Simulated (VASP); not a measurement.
Input of a VASP 6.6.1 run:

INCAR

```
SYSTEM = NbZn3
PREC = Accurate
ENCUT = 520
EDIFF = 1E-8
ISMEAR = -1
SIGMA = 0.05
LREAL = .FALSE.
LASPH = .TRUE.
NELM = 100
ALGO = Normal
ISIF = 2
LWAVE = .FALSE.
LCHARG = .FALSE.
GGA = PS
LEFG = .TRUE.
NBANDS = 32
```

The input KPOINTS:

```
regular mesh
0
G
  10 10 10
  0 0 0
```

File POSCAR:

```
NbZn3
1.0
    3.9340000000      0.0000000000      0.0000000000
    0.0000000000      3.9340000000      0.0000000000
    0.0000000000      0.0000000000      3.9340000000
Nb Zn
1 3
Direct
    0.0000000000      0.0000000000      0.0000000000
    0.0000000000      0.5000000000      0.5000000000
    0.5000000000      0.0000000000      0.5000000000
    0.5000000000      0.5000000000      0.0000000000
```

Potentials or basis: VASP PAW PBE potentials, release 64 (Nb_sv, Zn).

Run with:

```console
$ cat potpaw_PBE.64/Nb_sv/POTCAR potpaw_PBE.64/Zn/POTCAR > POTCAR
$ mpirun -np 1 vasp_std > vasp.out
```

Predict the pressure.

-5.1 GPa.

Electric field gradients, principal values (V/Å²):
| atom | least | middle | greatest (by size) |
| --- | --- | --- | --- |
| 1 Nb | 0.000 | 0.000 | 0.000 |
| 2 Zn | -30.802 | -30.802 | 61.603 |
| 3 Zn | -30.802 | -30.802 | 61.603 |
| 4 Zn | -30.802 | -30.802 | 61.603 |

Caveat: without QUAD_EFG the Cq values of the log hold for a quadrupole moment of 1 mb, not for the nuclei; the PAW data sets were made with another functional, which shifts forces and pressure a little.
